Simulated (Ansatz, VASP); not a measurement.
**RbBr in VASP and in Ansatz**

Contents of INCAR:

```
SYSTEM = RbBr
PREC = Accurate ; ENCUT = 520
EDIFF = 1E-7 ; ISMEAR = 0
SIGMA = 0.01 ; LREAL = .False.
LASPH = .True. ; NELM = 100
ALGO = Normal ; ISIF = 2
LWAVE = .False. ; LCHARG = .True.
GGA = PS ; LELF = .True.
LVHAR = .True. ; NBANDS = 15
```

The input KPOINTS:

```
Automatic mesh
0
Gamma
  6 6 6
  0 0 0
```

The input POSCAR:

```
RbBr
1.0
    4.0904355433      0.0000000000      0.0000000000
    0.0000000000      4.0904355433      0.0000000000
    0.0000000000      0.0000000000      4.0904355433
Rb Br
1 1
Direct
    0.0000000000      0.0000000000      0.0000000000
    0.5000000000      0.5000000000      0.5000000000
```

Input for Ansatz:

```yaml
crystal:
  lattice:
    - [4.09043554331, 0.0, 0.0]
    - [0.0, 4.09043554331, 0.0]
    - [0.0, 0.0, 4.09043554331]
  atoms:
    - { symbol: Rb, position: [0.0, 0.0, 0.0] }
    - { symbol: Br, position: [0.5, 0.5, 0.5] }
kpoints:
  mp_grid: { grid: [6, 6, 6] }
scf:
  occupations: { method: fixed }
  convergence: { dr2_threshold: 1.0e-10 }
hamiltonian:
  xc: pbesol
  pseudopotentials: { kind: all_electron, lapw: { basis_error: 0.0005 } }
output:
  forces: true
  stress: true
  eigenstates:
    kpoints:
      - [0.0, 0.0, 0.0]
      - [0.0, 0.5, 0.5]
      - [0.5, 0.0, 0.5]
      - [0.5, 0.5, 0.0]
      - [-0.5, -0.5, -0.5]
      - [0.0, -0.5, 0.0]
      - [0.0, 0.0, -0.5]
      - [-0.5, 0.0, 0.0]
  eigenvalues: true
```

Alike in both runs: task single point; functional PBEsol; k mesh 6 × 6 × 6; no spin polarisation.

|  | VASP | Ansatz |
| --- | --- | --- |
| version | VASP 6.6.1 | Ansatz 0.2.0 |
| potentials or method | VASP PAW PBE potentials, release 64 (Rb_sv, Br), cutoff 520 eV | all-electron LAPW, scalar-relativistic |
| occupations | gaussian, width 0.01 eV | fixed |

```csv
,VASP,Ansatz,Ansatz less VASP
gap on the k mesh at the Fermi level (eV),3.99,3.99,+0.002
pressure (GPa),-0.2,-0.2,-0.05
```

VASP's potentials were made for PBE, not for PBEsol. Ansatz ran all-electron here, and VASP with PAW potentials.
